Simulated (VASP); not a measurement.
Wanted: the native input for a VASP 6.6.1 run.

| Item | Value |
| --- | --- |
| Task | single point |
| Functional | PBE |
| Potentials or basis | VASP PAW PBE potentials, release 64 (Gd, O) |
| Cutoff | 520 eV |
| k mesh | 9 × 9 × 9 |
| Occupations | fermi-dirac, width 0.05 eV |
| Spin | collinear spin, ferromagnetic start |
| Starting moments | [7.0, 0.0] μB |
| Dipole correction | no |
| Further INCAR settings | ALGO = Normal; EDIFF = 1e-06; NBANDS = 23 |

The structure of GdO lies in POSCAR:

```
GdO
1.0
    0.0000000000      2.6448824935      2.6448824935
    2.6448824935      0.0000000000      2.6448824935
    2.6448824935      2.6448824935      0.0000000000
Gd O
1 1
Direct
    0.0000000000      0.0000000000      0.0000000000
    0.7500000000      0.7500000000      0.7500000000
```

This cell differs from its parent crystal: volume scaled by 0.94.

The input as run:

INCAR

```
SYSTEM = GdO
PREC     = Accurate       ! precision mode
ENCUT    = 520            ! plane-wave cutoff, eV
EDIFF    = 1E-6           ! SCF threshold, eV
ISMEAR   = -1             ! smearing method
SIGMA    = 0.05           ! smearing width, eV
LREAL    = .FALSE.        ! projectors in reciprocal space
LASPH    = .TRUE.         ! aspherical terms in the spheres
NELM     = 150            ! most SCF steps
ALGO     = Normal         ! electronic algorithm
ISIF     = 2              ! what is computed and relaxed
LWAVE    = .FALSE.        ! write WAVECAR
LCHARG   = .FALSE.        ! write CHGCAR
ISPIN    = 2              ! spin polarisation
MAGMOM   = 7 0            ! initial moments
LORBIT   = 11             ! projections on sites
LMAXMIX  = 6              ! l up to which the mixer works
GGA      = PE             ! functional
NBANDS   = 23             ! bands
```

KPOINTS

```
Automatic mesh
0
G
  9 9 9
  0 0 0
```

Potentials or basis: VASP PAW PBE potentials, release 64 (Gd, O).

Command:

```bash
$ cat potpaw_PBE.64/Gd/POTCAR potpaw_PBE.64/O/POTCAR > POTCAR
$ mpirun -np 1 vasp_std > vasp.out
```

It gave:

| Item | Value |
| --- | --- |
| Pressure | 6.0 GPa |
| Net moment | 7.57 μB per cell |
| Site moments | Gd +6.88; O -0.02 μB |
| Valence electrons inside the program's atomic spheres | Gd 15.26; O 5.02 |

Caveat: a cell with one magnetic atom can't hold antiferromagnetic order, which such compounds often take.

It took 55 s on 1 thread of AMD EPYC 9R45 96-Core Processor (Zen 5), on a shared host, peak memory 0.18 GiB.
